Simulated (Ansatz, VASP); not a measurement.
# Zn5BiO in VASP and in Ansatz

```
Zn Bi O
1.0
     0.29897   -0.34065    5.00439
     5.16477    0.15739    0.29742
     0.16257    5.14163   -0.34455
Zn Bi O
5 1 1
Cartesian
  1.0930 2.8633 2.8202
  4.0788 1.6921 2.3654
  1.8050 0.2846 1.7926
  4.3095 4.1890 1.8318
  0.4173 5.3992 3.6130
  2.8628 2.3994 5.0461
  0.1981 5.4260 0.4874
```

Change from the starting cell: cell x1, atoms moved at random (sigma 0.15 Å) and cell strained at random (1.5 %), then relaxed without symmetry.

Alike in both runs: functional PBE; k mesh 4 × 4 × 4; occupations gaussian, width 0.2 eV; no spin polarisation.

Ansatz relaxed the structure, and its values are those at the end. VASP's run is a single point on that final structure, the one shown.

|  | VASP | Ansatz |
| --- | --- | --- |
| version | VASP 6.6.1 | Ansatz 0.2.0 |
| potentials or method | VASP PAW PBE potentials, release 64 (Zn, Bi_d, O), cutoff 520 eV | scalar-relativistic, plane waves, PAW |
| valence electrons in the cell | 81 | 81 |

|  | VASP | Ansatz | Ansatz less VASP |
| --- | --- | --- | --- |
| gap on the k mesh at the Fermi level (eV) | none | none | - |
| pressure (GPa) | 0.3 | 0.0 | -0.31 |
| rms of the force components (eV/Å) | 0.027 | 0.003 | -0.0237 |

A gap of «none» marks a metal or a gap that the smearing closes.

Spin-orbit coupling is off throughout.
